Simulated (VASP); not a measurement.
Input of a VASP 6.6.1 run:

File INCAR:

```
SYSTEM = SiTe5
  PREC = Accurate
  ENCUT = 520
  EDIFF = 1E-7
  ISMEAR = 0
  SIGMA = 0.1
  LREAL = .FALSE.
  LASPH = .TRUE.
  NELM = 80
  ALGO = Normal
  ISIF = 2
  LWAVE = .FALSE.
  LCHARG = .TRUE.
  GGA = PE
  LELF = .TRUE.
  LVHAR = .TRUE.
  NBANDS = 26
```

The input KPOINTS:

```
regular mesh
0
G
  6 6 10
  0 0 0
```

File POSCAR:

```
SiTe5
1.0
    7.1069712263      0.0000000000      0.0000000000
   -3.5534856132      6.1548176260      0.0000000000
    0.0000000000      0.0000000000      4.0287874302
Si Te
1 5
Direct
    0.0000000000      0.0000000000      0.5000000000
    0.6666666667      0.3333333333      0.5000000000
    0.2895859635      0.0000000000      0.0000000000
    0.7104140365      0.7104140365      0.0000000000
    0.0000000000      0.2895859635      0.0000000000
    0.3333333333      0.6666666667      0.5000000000
```

Potentials or basis: VASP PAW PBE potentials, release 64 (Si, Te).

Run with:

```sh
$ cat potpaw_PBE.64/Si/POTCAR potpaw_PBE.64/Te/POTCAR > POTCAR
$ mpirun -np 1 vasp_std > vasp.out
```

Task: Estimate the pressure.

Result: 0.0 GPa.

Task: What does it give for the largest force?

Result: 0.006 eV/Å.

Task: Predict the band gap on the k mesh.

Result: Zero (band 17 reaches 7.21 eV, above the bottom of band 18 at 5.81 eV).

Forces on the atoms (eV/Å):
```
Si   0.000  0.000  0.000
Te   0.000  0.000  0.000
Te   0.006  0.000  0.000
Te  -0.003 -0.006  0.000
Te  -0.003  0.006  0.000
Te   0.000  0.000  0.000
```

Caveat: spin-orbit coupling is left out, which moves the levels of the heavy elements.
